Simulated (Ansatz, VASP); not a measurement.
## MoSe2 in VASP and in Ansatz

```
CELL_PARAMETERS angstrom
3.32036 0.00000 0.00000
-1.66018 2.87552 0.00000
0.00000 0.00000 35.89884
ATOMIC_POSITIONS crystal
Se 0.33333 0.66667 0.20892
Se 0.33333 0.66667 0.30106
Se 0.33333 0.66667 0.69894
Se 0.33333 0.66667 0.79108
Mo 0.00000 0.00000 0.25499
Mo 0.00000 0.00000 0.74501
```

Alike in both runs: task single point; functional PBE; k mesh 9 × 9 × 1; occupations fermi-dirac, width 0.05 eV; no spin polarisation.

```csv
,VASP,Ansatz
version,VASP 6.6.1,Ansatz 0.2.0
potentials or method,"VASP PAW PBE potentials, release 64 (Se, Mo_sv)",Ansatz PAW
plane-wave cutoff (eV),520,420
valence electrons in the cell,52,92
```

Ansatz gave:

- gap on the k mesh at the Fermi level (eV): 1.43
- least direct gap on the mesh (eV): 1.43
- rms of the force components (eV/Å): 0.115
- vacuum level over the valence band edge, face that differs most (eV): 5.35

**Question.** What did VASP give for the same quantities?

**Answer.** gap on the k mesh at the Fermi level (eV): 1.43; least direct gap on the mesh (eV): 1.43; rms of the force components (eV/Å): 0.132; vacuum level over the valence band edge, face that differs most (eV): 5.35.

The functional is the same, so the differences come from potentials, cutoffs and numerics. VASP's potentials hold 52 valence electrons a cell and Ansatz's 92, so a difference there can come from the potentials and not from the codes.

Noted on Ansatz's run: odd divisions of the mesh miss points on the zone boundary, where band edges often lie, so the gap on the mesh can be too wide.
